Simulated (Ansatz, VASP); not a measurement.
One calculation of SrO, two programs

```
Sr O
1.0
     3.55329    0.00000    0.00000
    -1.77664    3.07724    0.00000
     0.00000    0.00000    6.21730
Sr O
2 2
Direct
  0.33333 0.66667 0.25000
  0.66667 0.33333 0.75000
  0.00000 0.00000 0.00000
  0.00000 0.00000 0.50000
```

Alike in both runs: task single point; functional PBEsol; k mesh 6 × 6 × 4; no spin polarisation.

|  | VASP | Ansatz |
| --- | --- | --- |
| version | VASP 6.6.1 | Ansatz 0.2.0 |
| potentials or method | VASP PAW PBE potentials, release 64 (Sr_sv, O) | plane waves, PAW |
| plane-wave cutoff (eV) | 520 | 420 |
| occupations | gaussian, width 0.01 eV | fixed |
| valence electrons in the cell | 32 | 32 |

|  | VASP | Ansatz | Ansatz less VASP |
| --- | --- | --- | --- |
| gap on the k mesh at the Fermi level (eV) | 2.93 | 2.93 | +0.006 |

VASP's potentials were made for PBE, not for PBEsol.
